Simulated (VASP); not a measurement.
# AlGa7O12 (P1) in VASP: notebook

AlGa7O12 is run at these levels: PBEsol; tasks: single point.

Program: VASP 6.6.1. These are calculated values, not measurements. Logs are shortened: lines on timing, memory, paths and dates and some standing lists are left out, and cuts for length are marked.

## (1) The cell of the first run

The typed cell holds 20 atoms: a = 12.222 Å, b = 3.032 Å, c = 5.789 Å, α = 90.00°, β = 103.76°, γ = 90.00°.

## (2) Single point, PBEsol

INCAR reads:

```
ALGO = Normal
EDIFF = 1E-6
ENCUT = 520
GGA = PS
ISIF = 2
ISMEAR = -1
LASPH = T
LCHARG = F
LREAL = Auto
LWAVE = F
NBANDS = 99
NELM = 80
PREC = Accurate
SIGMA = 0.05
```

KPOINTS reads:

```
k-points
0
Gamma
  1 1 2
```

POSCAR reads:

```
AlGa7O12
1.0
   12.2216800000      0.0000000000     -0.0028170000
    0.0000000000      3.0318840000      0.0000000000
   -1.3758560000      0.0000000000      5.6235680000
Ga O Al
7 12 1
Direct
    0.4083080000      0.5106430000      0.2009830000
    0.1613600000      0.5071440000      0.3167150000
    0.9075680000      0.9964820000      0.2003600000
    0.6606440000      0.9965320000      0.3108950000
    0.3393480000      0.0045090000      0.6815650000
    0.5917810000      0.5024760000      0.7965070000
    0.8421190000      0.4909510000      0.6829270000
    0.3342980000      0.4985600000      0.8878240000
    0.3271170000      0.5005100000      0.4377040000
    0.0011480000      0.4935660000      0.7421390000
    0.1660240000      0.9977370000      0.1113220000
    0.8370700000      0.9991390000      0.8947730000
    0.1748210000      0.0005680000      0.5609800000
    0.8250320000      0.0033400000      0.4410090000
    0.4960420000      0.0047650000      0.2532160000
    0.5047470000      0.0034430000      0.7480800000
    0.6633840000      0.5046380000      0.1054000000
    0.6737190000      0.4948030000      0.5638700000
    0.9974380000      0.4957710000      0.2554830000
    0.0913510000      0.9958720000      0.7906430000
```

Potentials or basis: VASP PAW PBE potentials, release 64 (Ga_d, O, Al).

Started as:

```console
> cat potpaw_PBE.64/Ga_d/POTCAR potpaw_PBE.64/O/POTCAR potpaw_PBE.64/Al/POTCAR > POTCAR
> mpirun -np 1 vasp_std > vasp.out
```

OUTCAR:

```text
EDIFF = 1E-6
   ENCUT = 520
   GGA = PS
   ISIF = 2
   ISMEAR = -1
   LASPH = T
   LREAL = Auto
   NELM = 80
   PREC = Accurate

 ion  position               nearest neighbor table
   1  0.408  0.511  0.201-   8 1.82  15 1.83  15 1.85   9 1.87
   2  0.161  0.507  0.317-  11 1.91  19 1.95  11 1.96   9 1.98  13 2.04  13 2.07
   3  0.908  0.996  0.200-  12 1.77  19 1.85  19 1.86  14 1.90
   4  0.661  0.997  0.311-  17 1.91  17 1.95  15 1.96  14 1.97  18 2.08  18 2.09
   5  0.339  0.005  0.682-   8 1.93   8 1.95  13 1.97  16 1.97   9 2.04   9 2.06
   6  0.592  0.502  0.797-  17 1.79  16 1.83  16 1.84  18 1.86
   7  0.842  0.491  0.683-  10 1.89  12 1.94  12 1.98  18 2.01  14 2.01  14 2.07
   8  0.334  0.499  0.888-   1 1.82   5 1.93   5 1.95
   9  0.327  0.501  0.438-   1 1.87   2 1.98   5 2.04   5 2.06
  10  0.001  0.494  0.742-  20 1.85  20 1.86   7 1.89
  11  0.166  0.998  0.111-  20 1.86   2 1.91   2 1.96
  12  0.837  0.999  0.895-   3 1.77   7 1.94   7 1.98
  13  0.175  0.001  0.561-  20 1.86   5 1.97   2 2.04   2 2.07
  14  0.825  0.003  0.441-   3 1.90   4 1.97   7 2.01   7 2.07
  15  0.496  0.005  0.253-   1 1.83   1 1.85   4 1.96
  16  0.505  0.003  0.748-   6 1.83   6 1.84   5 1.97
  17  0.663  0.505  0.105-   6 1.79   4 1.91   4 1.95
  18  0.674  0.495  0.564-   6 1.86   7 2.01   4 2.08   4 2.09
  19  0.997  0.496  0.255-   3 1.85   3 1.86   2 1.95
  20  0.091  0.996  0.791-  10 1.85  13 1.86  10 1.86  11 1.86

  LATTYP: Found a simple monoclinic cell.
 ALAT       =     5.7894297460
 B/A-ratio  =     0.5236930290
 C/A-ratio  =     2.1100105527
 COS(beta)  =    -0.2359424122

  Lattice vectors:

 A1 = (  -1.3758560000,   0.0000000000,   5.6235680000)
 A2 = (   0.0000000000,   3.0318840000,   0.0000000000)
 A3 = ( -10.8458240000,   0.0000000000,  -5.6207510000)

Analysis of symmetry for initial positions (statically):
=====================================================================
 Subroutine PRICEL returns:
 Original cell was already a primitive cell.

 Routine SETGRP: Setting up the symmetry group for a
 simple monoclinic supercell.

 Subroutine GETGRP returns: Found  1 space group operations
 (whereof  1 operations were pure point group operations)
 out of a pool of  4 trial point group operations.

The static configuration has the point symmetry C_1 .

Analysis of symmetry for dynamics (positions and initial velocities):
=====================================================================
 Subroutine PRICEL returns:
 Original cell was already a primitive cell.

[... 132 lines left out ...]
   NUPDOWN=      -1.0000    fix difference up-down
   EMIN   =  10.00;   EMAX   =-10.00  energy-range for DOS
   EFERMI =   0.00;   METHOD = LEGACY
   ISMEAR =    -1;   SIGMA  =   0.05  broadening in eV -4-tet -1-fermi 0-gaus
   EFERMI_NEDOS =   21; number of points for ismear=-14 and -15
   IALGO  =     38    algorithm
   IMIX   =      4    mixing-type and parameters
     AMIX     =   0.40;   BMIX     =  1.00
     AMIX_MAG =   1.60;   BMIX_MAG =  1.00
  volume/ion in A,a.u.               =      10.42        70.31
  Fermi-wavevector in a.u.,A,eV,Ry     =   1.517635  2.867913 31.337138  2.303215
  Thomas-Fermi vector in A             =   2.626863
   LORBIT       =      0    0 simple, 1 ext, 2 COOP (PROOUT), +10 PAW based schemes
   GGA     = PS    functional components
   LHFCALC =     F    Hartree Fock is set to
   AEXX    =    0.0000 exact exchange contribution
   IVDW    =     0    specifies the selected vdW correction
   LEPSILON=     F    determine dielectric tensor
   LRPA    =     F    only Hartree local field effects (RPA)
 non-spin polarized calculation
  energy-cutoff  :      520.00
  volume of cell :      208.37
 maximum number of plane-waves:      5645
 NGX is ok and might be reduce to    90
   NGX = 45   NGY = 11   NGZ = 21

 number of electron     166.0000022 magnetization

 Free energy of the ion-electron system (eV)
  ---------------------------------------------------
  ext. energy  EPLUGINS =         0.00000000
  ---------------------------------------------------
  free energy    TOTEN  =      -110.84371074 eV

  energy without entropy =     -110.84371074  energy(sigma->0) =     -110.84371074

 E-fermi :   5.4280     XC(G=0): -11.7087

 val. band max:        4.3147066271   @ k =   0.0000   0.0000   0.0000
 cond. band min:       6.5318460003   @ k =   0.0000   0.0000   0.0000
 fundamental gap:      2.2171393732
 Fermi energy:         5.4280183921

 k-point     1 :       0.0000    0.0000    0.0000
  band No.  band energies     occupation
      1     -14.7276      2.00000
      2     -14.4413      2.00000
      3     -14.0244      2.00000
      4     -13.4013      2.00000
      5     -13.3073      2.00000
      6     -13.2433      2.00000
[... 87 lines left out ...]
     94      12.3233      0.00000
     95      12.7670      0.00000

 k-point     2 :      -0.0000    0.0000    0.5000
  band No.  band energies     occupation
      1     -14.4710      2.00000
      2     -14.3626      2.00000
      3     -13.8153      2.00000
      4     -13.6560      2.00000
      5     -13.4971      2.00000
      6     -13.3326      2.00000
[... 87 lines left out ...]
     94      11.7067      0.00000
     95      11.8484      0.00000
 [bands above 95 left out]

------------------------ aborting loop because EDIFF is reached ----------------------------------------

  FORCE on cell =-STRESS in cart. coord.  units (eV):
  Direction    XX          YY          ZZ          XY          YZ          ZX
  --------------------------------------------------------------------------------------
  -------------------------------------------------------------------------------------
  Total        0.8425346     34.9560214     17.1760336      0.1969274      0.0860000     -1.6264170
  in kB        6.4783943    268.7828964    132.0694940      1.5142087      0.6612692    -12.5058015
  external PRESSURE =     135.7769282 kB  Pullay stress =       0.0000000 kB

 VOLUME and BASIS-vectors are now :
 -----------------------------------------------------------------------------
  energy-cutoff  :      520.00
  volume of cell :      208.37
      direct lattice vectors                 reciprocal lattice vectors
    12.221680000  0.000000000 -0.002817000     0.081826426  0.000000000  0.020019564
     0.000000000  3.031884000  0.000000000     0.000000000  0.329827922  0.000000000
    -1.375856000  0.000000000  5.623568000     0.000040989  0.000000000  0.177833076

 POSITION                                       TOTAL-FORCE (eV/Angst)
 -----------------------------------------------------------------------------------
      4.71369      1.54821      1.12909        -0.866162     -0.342750     -0.223901
      1.53634      1.53760      1.78061        -0.448587     -0.265718     -0.476843
     10.81634      3.02122      1.12418        -0.571130     -0.023487      0.614702
      7.64643      3.02137      1.74648        -0.793562      0.199701      0.299357
      3.20967      0.01367      3.83187         0.833169     -0.140688      0.329252
      6.13668      1.52345      4.47754         0.791055      0.048851     -0.304230
[... 12 lines left out ...]
     11.83886      1.50312      1.43392         1.163606      0.104510      0.344773
      0.02865      3.01937      4.44598        -1.433940     -0.039095      0.423333
 -----------------------------------------------------------------------------------
    total drift:                                0.002698      0.006415      0.006388

  FREE ENERGIE OF THE ION-ELECTRON SYSTEM (eV)
  ---------------------------------------------------
  free  energy   TOTEN  =      -110.8437107383 eV

  energy  without entropy=     -110.8437107377  energy(sigma->0) =     -110.84371074
```

stdout:

```text
POSCAR found type information on POSCAR GaO Al
 POSCAR found :  3 types and      20 ions
 scaLAPACK will be used
 -----------------------------------------------------------------------------
|                                                                             |
|                                                                             |
|     You enforced a specific xc type in the INCAR file but a different       |
|     I HOPE YOU KNOW WHAT YOU ARE DOING!                                     |
|                                                                             |
 -----------------------------------------------------------------------------

 LDA part: xc-table for (Slater+PW92), standard interpolation
 POSCAR, INCAR and KPOINTS ok, starting setup
 FFT: planning ... GRIDC
 FFT: planning ... GRID_SOFT
 FFT: planning ... GRID
 WAVECAR not read
 entering main loop
```

Wall time 76 s (1 thread of AMD EPYC 9R45 (Zen 5), shared host); peak memory 0.3 GiB.

Results:

| Item | Value |
| --- | --- |
| Free energy | -110.8437 eV |
| Pressure | 13.6 GPa |
| Largest force | 3.083 eV/Å |
| Band gap on the k mesh | 2.22 eV, direct |

Forces in eV/Å, atoms in the order of the input:
```
Ga  -0.866 -0.343 -0.224
Ga  -0.449 -0.266 -0.477
Ga  -0.571 -0.023  0.615
Ga  -0.794  0.200  0.299
Ga   0.833 -0.141  0.329
Ga   0.791  0.049 -0.304
Ga  -0.610  0.216  0.311
O   -0.345  0.181  0.606
O   -0.584  0.043 -0.795
O    2.998  0.134  0.708
O   -0.236  0.176 -2.567
O   -0.396 -0.176 -0.294
O   -0.542 -0.015  1.807
O   -0.178 -0.159 -1.158
O    1.459  0.245  0.376
O   -1.640 -0.090 -0.431
O    0.474 -0.185 -0.007
O    0.926  0.087  0.438
O    1.164  0.105  0.345
Al  -1.434 -0.039  0.423
```

Stress tensor (GPa, compression positive):
```
 0.65  0.15 -1.25
 0.15 26.88  0.07
-1.25  0.07 13.21
```

Caveat: the k points lie up to 2.07 Å⁻¹ apart; the PAW data sets were made with another functional, which shifts forces and pressure a little. Expect the measured gap to be larger: semilocal functionals such as PBEsol lack the derivative discontinuity.

## (3) Single point, PBEsol

INCAR reads:

```
PREC = Accurate ; ENCUT = 520
EDIFF = 1E-6 ; ISMEAR = -1
SIGMA = 0.05 ; LREAL = Auto
LASPH = T ; NELM = 100
ALGO = Normal ; ISIF = 2
LWAVE = F ; LCHARG = F
GGA = PS ; NBANDS = 99
```

KPOINTS reads:

```
Automatic mesh
0
Gamma
  2 2 2
  0.5 0.5 0.5
```

POSCAR is that of step 2.

Potentials or basis: VASP PAW PBE potentials, release 64 (Ga_d, O, Al).

Started as:

```console
> cat potpaw_PBE.64/Ga_d/POTCAR potpaw_PBE.64/O/POTCAR potpaw_PBE.64/Al/POTCAR > POTCAR
> mpirun -np 1 vasp_std > vasp.out
```

OUTCAR:

```text
PREC = Accurate
   ENCUT = 520
   EDIFF = 1E-6
   ISMEAR = -1
   LREAL = Auto
   LASPH = T
   NELM = 100
   ISIF = 2
   GGA = PS

 ion  position               nearest neighbor table
   1  0.408  0.511  0.201-   8 1.82  15 1.83  15 1.85   9 1.87
   2  0.161  0.507  0.317-  11 1.91  19 1.95  11 1.96   9 1.98  13 2.04  13 2.07
   3  0.908  0.996  0.200-  12 1.77  19 1.85  19 1.86  14 1.90
   4  0.661  0.997  0.311-  17 1.91  17 1.95  15 1.96  14 1.97  18 2.08  18 2.09
   5  0.339  0.005  0.682-   8 1.93   8 1.95  13 1.97  16 1.97   9 2.04   9 2.06
   6  0.592  0.502  0.797-  17 1.79  16 1.83  16 1.84  18 1.86
   7  0.842  0.491  0.683-  10 1.89  12 1.94  12 1.98  18 2.01  14 2.01  14 2.07
[... 622 lines left out ...]
  in kB       28.0874728    -54.3688526     25.1449290      1.7877060      1.0525562     11.5827740
  external PRESSURE =      -0.3788170 kB  Pullay stress =       0.0000000 kB

 VOLUME and BASIS-vectors are now :
 -----------------------------------------------------------------------------
  energy-cutoff  :      520.00
  volume of cell :      208.37
      direct lattice vectors                 reciprocal lattice vectors
    12.221680000  0.000000000 -0.002817000     0.081826426  0.000000000  0.020019564
     0.000000000  3.031884000  0.000000000     0.000000000  0.329827922  0.000000000
    -1.375856000  0.000000000  5.623568000     0.000040989  0.000000000  0.177833076

 POSITION                                       TOTAL-FORCE (eV/Angst)
 -----------------------------------------------------------------------------------
      4.71369      1.54821      1.12909         0.399287     -0.320258      0.273970
      1.53634      1.53760      1.78061        -0.414633     -0.303998     -0.471356
     10.81634      3.02122      1.12418         0.643063     -0.022888      1.185787
      7.64643      3.02137      1.74648        -0.696871      0.204758      0.264388
      3.20967      0.01367      3.83187         0.855349     -0.171180      0.330313
      6.13668      1.52345      4.47754        -0.415906      0.047526     -0.830386
[... 12 lines left out ...]
     11.83886      1.50312      1.43392        -0.384109      0.097926      0.111425
      0.02865      3.01937      4.44598        -0.618297     -0.047029      0.481878
 -----------------------------------------------------------------------------------
    total drift:                                0.002279      0.006603      0.005920

  FREE ENERGIE OF THE ION-ELECTRON SYSTEM (eV)
  ---------------------------------------------------
  free  energy   TOTEN  =      -132.4541451259 eV

  energy  without entropy=     -132.4541451258  energy(sigma->0) =     -132.45414513
```

OSZICAR:

```text
N       E                     dE             d eps       ncg     rms          rms(c)
DAV:   1     0.284156273234E+04    0.28416E+04   -0.68102E+04   920   0.296E+03
DAV:   2     0.638497269466E+03   -0.22031E+04   -0.20582E+04   792   0.912E+02
DAV:   3    -0.718711753177E+02   -0.71037E+03   -0.68350E+03  1016   0.318E+02
DAV:   4    -0.143530109210E+03   -0.71659E+02   -0.70733E+02   896   0.113E+02
DAV:   5    -0.148111287836E+03   -0.45812E+01   -0.45535E+01  1168   0.298E+01    0.227E+01
DAV:   6    -0.132320382099E+03    0.15791E+02   -0.58600E+01  1416   0.633E+01    0.703E+00
DAV:   7    -0.132649933821E+03   -0.32955E+00   -0.72190E+00   952   0.105E+01    0.489E+00
DAV:   8    -0.132517118351E+03    0.13282E+00   -0.11078E+00  1328   0.101E+01    0.159E+00
DAV:   9    -0.132450490599E+03    0.66628E-01   -0.27038E-01  1224   0.578E+00    0.414E-01
DAV:  10    -0.132454281272E+03   -0.37907E-02   -0.78144E-02  1256   0.152E+00    0.294E-01
DAV:  11    -0.132454271472E+03    0.98000E-05   -0.87143E-03  1008   0.765E-01    0.190E-01
DAV:  12    -0.132454159609E+03    0.11186E-03   -0.38544E-03  1064   0.427E-01    0.578E-02
DAV:  13    -0.132454138799E+03    0.20810E-04   -0.46322E-04  1040   0.278E-01    0.245E-02
DAV:  14    -0.132454142748E+03   -0.39486E-05   -0.18449E-04  1216   0.127E-01    0.769E-03
DAV:  15    -0.132454145936E+03   -0.31886E-05   -0.48691E-05   944   0.518E-02    0.907E-03
DAV:  16    -0.132454145126E+03    0.81033E-06   -0.71676E-06   848   0.333E-02
   1 F= -.13245415E+03 E0= -.13245415E+03  d E =-.764341E-10
```

stdout:

```text
POSCAR found type information on POSCAR GaO Al
 POSCAR found :  3 types and      20 ions
 scaLAPACK will be used
 -----------------------------------------------------------------------------
|                                                                             |
|                                                                             |
|     You enforced a specific xc type in the INCAR file but a different       |
|     I HOPE YOU KNOW WHAT YOU ARE DOING!                                     |
|                                                                             |
 -----------------------------------------------------------------------------

 LDA part: xc-table for (Slater+PW92), standard interpolation
 POSCAR, INCAR and KPOINTS ok, starting setup
 FFT: planning ... GRIDC
 FFT: planning ... GRID_SOFT
 FFT: planning ... GRID
 WAVECAR not read
 entering main loop
```

Wall time 2.2 min (1 thread of AMD EPYC 9R45 (Zen 5), shared host); peak memory 0.31 GiB.

Results:

```yaml
Free_energy: -132.4541 eV
Pressure: 0.0 GPa
Largest_force: 2.445 eV/Å
Band_gap_on_the_k_mesh: 5.25 eV, direct
```

Forces in eV/Å, atoms in the order of the input:
```
Ga   0.399 -0.320  0.274
Ga  -0.415 -0.304 -0.471
Ga   0.643 -0.023  1.186
Ga  -0.697  0.205  0.264
Ga   0.855 -0.171  0.330
Ga  -0.416  0.048 -0.830
Ga  -0.518  0.284  0.275
O   -0.333  0.188 -0.138
O    0.265  0.058 -0.011
O    2.399  0.129  0.454
O   -0.252  0.201 -1.818
O   -0.483 -0.197 -1.079
O   -1.440  0.018  0.980
O    0.739 -0.200 -0.493
O   -0.097  0.233  0.078
O   -0.215 -0.088 -0.195
O    0.551 -0.196  0.865
O    0.016  0.086 -0.264
O   -0.384  0.098  0.111
Al  -0.618 -0.047  0.482
```

Caveat: the k points lie up to 1.04 Å⁻¹ apart; the PAW data sets were made with another functional, which shifts forces and pressure a little. A k mesh can miss the band edges.

## (4) Single point, PBEsol

INCAR reads:

```
PREC = Accurate
ENCUT = 520
EDIFF = 1E-7
ISMEAR = -1
SIGMA = 0.05
LREAL = Auto
LASPH = True
NELM = 60
ALGO = Normal
ISIF = 2
LWAVE = False
LCHARG = True
GGA = PS
LELF = True
LVHAR = True
NBANDS = 99
NELECT = 167.0
```

KPOINTS is that of step 3.

POSCAR is that of step 3.

Started as:

```console
> cat potpaw_PBE.64/Ga_d/POTCAR potpaw_PBE.64/O/POTCAR potpaw_PBE.64/Al/POTCAR > POTCAR
> mpirun -np 1 vasp_std > vasp.out
```

Wall time 2.4 min (1 thread of AMD EPYC 9R45 (Zen 5), shared host); peak memory 0.31 GiB.

Results (log left out):

```
Free energy   : -123.4882 eV
Largest force : 2.467 eV/Å
```

Forces in eV/Å, atoms in the order of the input:
```
Ga   0.245 -0.312  0.247
Ga  -0.384 -0.292 -0.461
Ga   0.326 -0.028  1.171
Ga  -0.545  0.199  0.247
Ga   0.787 -0.168  0.361
Ga  -0.184  0.050 -0.783
Ga  -0.725  0.277  0.208
O   -0.376  0.176 -0.389
O    0.045  0.051  0.169
O    2.413  0.123  0.501
O   -0.264  0.198 -1.903
O   -0.413 -0.191 -1.371
O   -1.487  0.016  1.026
O    0.560 -0.184 -0.161
O    0.194  0.242  0.132
O   -0.427 -0.084 -0.224
O    0.517 -0.192  0.834
O    0.004  0.077 -0.250
O    0.117  0.092  0.160
Al  -0.404 -0.048  0.486
```

Levels at points of the mesh, in eV from the Fermi level:
| k point | band 81 | band 82 | band 83 | band 84 | band 85 | band 86 |
| --- | --- | --- | --- | --- | --- | --- |
| (0.25, 0.25, 0.25) | -5.73 | -5.47 | -5.33 | 0.06 | 0.28 | 0.91 |

Caveat: the k points lie up to 1.04 Å⁻¹ apart; the cell carries a net charge on a neutralising background, which shifts energy and pressure; the cell is charged against a uniform background, so pressure and absolute levels hang on convention; the PAW data sets were made with another functional, which shifts forces and pressure a little; an odd number of electrons without spin polarisation forces a metal; a magnetic or distorted state may lie lower.
